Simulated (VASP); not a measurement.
Co4O5: single point with PBE

System: Co4O5, a slab with vacuum.

```xyz
9
Lattice="3.0160 0.0000 0.0000 0.0000 3.0160 0.0000 0.0000 0.0000 25.3217" Properties=species:S:1:pos:R:3 pbc="T T T"
Co    1.5080    1.5080    8.5000
Co    0.0000    0.0000   10.6072
Co    1.5080    1.5080   12.6099
Co    0.0000    0.0000   15.0654
O     0.0000    0.0000    8.5000
O     1.5080    1.5080   10.6072
O     0.0000    0.0000   13.0455
O     1.5080    1.5080   15.4040
O     1.5080    1.5080   16.8060
```

```yaml
Program: VASP 6.6.1
Task: single point
Functional: PBE
Potentials_or_basis: VASP PAW PBE potentials, release 64 (Co, O)
Cutoff: 520 eV
k_mesh: 10 × 10 × 1
Occupations: gaussian, width 0.1 eV
Spin: collinear spin, ferromagnetic start
Starting_moments: "[2.66, 2.8, 2.71, 2.65, 0.32, 0.39, 0.39, 0.35, 2.0] μB"
Dipole_correction: yes
Further_INCAR_settings: ALGO = Normal; EDIFF = 1e-06; NBANDS = 47; NELMDL = -8
```

```
Largest force                                         : 0.261 eV/Å
Net moment                                            : 10.35 μB per cell
Site moments                                          : Co +2.50, +2.47, +2.11 (each value once); O +0.28, +0.29, +0.03, -0.28 (each value once) μB
Valence electrons inside the program's atomic spheres : Co 7.72, 7.80, 7.79 (each value once); O 4.94, 4.99, 4.93, 4.92, 4.80
```

Forces in eV/Å, atoms in the order of the input:
```
Co   0.000  0.000 -0.078
Co   0.000  0.000 -0.017
Co   0.000  0.000  0.009
Co   0.000  0.000 -0.030
O    0.000  0.000  0.010
O    0.000  0.000  0.091
O    0.000  0.000  0.012
O    0.000  0.000 -0.260
O    0.000  0.000  0.261
```

Levels at points of the mesh, in eV from the Fermi level:
Spin up:
```
           k point  band 36  band 37  band 38  band 39  band 40  band 41
(0.00, 0.00, 0.00)    -1.38    -1.29    -0.03    -0.03     0.41     1.53
(0.50, 0.00, 0.00)    -0.06    -0.02     0.19     0.72     4.48     4.64
(0.50, 0.50, 0.00)    -1.71    -1.23    -0.95    -0.95     4.13     5.07
```
Spin down:
```
           k point  band 26  band 27  band 28  band 29  band 30  band 31
(0.00, 0.00, 0.00)    -0.11    -0.11     0.02     0.02     0.08     0.12
(0.50, 0.00, 0.00)    -0.15    -0.11     0.00     0.02     0.14     0.20
(0.50, 0.50, 0.00)     0.13     0.18     0.22     0.22     0.24     0.33
```

Run time: 54 min on 1 thread of Oxide Virtual Turin-like Processor, on a shared host, peak memory 0.55 GiB.

Caveat: semilocal functionals often make such compounds metallic where correlation or magnetic order opens a gap, which also shifts bond lengths. With open d or f shells a metallic result of PBE can be an artefact of self-interaction; +U or a hybrid may open a gap.
